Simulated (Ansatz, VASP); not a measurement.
## Two plane-wave programs on Os

```xyz
2
Lattice="2.9528 0.0000 0.0000 -1.4764 2.5572 0.0000 0.0000 0.0000 4.4925" Properties=species:S:1:pos:R:3 pbc="T T T"
Os    0.0000    1.7048    1.1231
Os    1.4764    0.8524    3.3694
```

Change from the starting cell: strain +0.080 along x and y, +0.040 along z, atoms carried along.

Alike in both runs: task single point; functional PBEsol; k mesh 18 × 18 × 12; occupations gaussian, width 0.15 eV; no spin polarisation.

```csv
,VASP,Ansatz
version,VASP 6.6.1,Ansatz 0.2.0
potentials or method,"VASP PAW PBE potentials, release 64 (Os), cutoff 520 eV","scalar-relativistic, plane waves, PAW"
valence electrons in the cell,16,32
```

Ansatz gave:

- gap on the k mesh at the Fermi level (eV): none
- pressure (GPa): -52.4
- traceless stress, the component that is largest in VASP (GPa): 4.36

What did VASP give for the same quantities?

gap on the k mesh at the Fermi level (eV): none; pressure (GPa): -52.9; traceless stress, the component that is largest in VASP (GPa): 4.23.

VASP's potentials were made for PBE, not for PBEsol. A gap of «none» marks a metal or a gap that the smearing closes. Both programs put the cell under strong tension, so it lies far from rest at this level. VASP's potentials hold 16 valence electrons a cell and Ansatz's 32, so a difference there can come from the potentials and not from the codes.

Spin-orbit coupling is off throughout. Noted on VASP's run: the cell as given lies far from equilibrium.
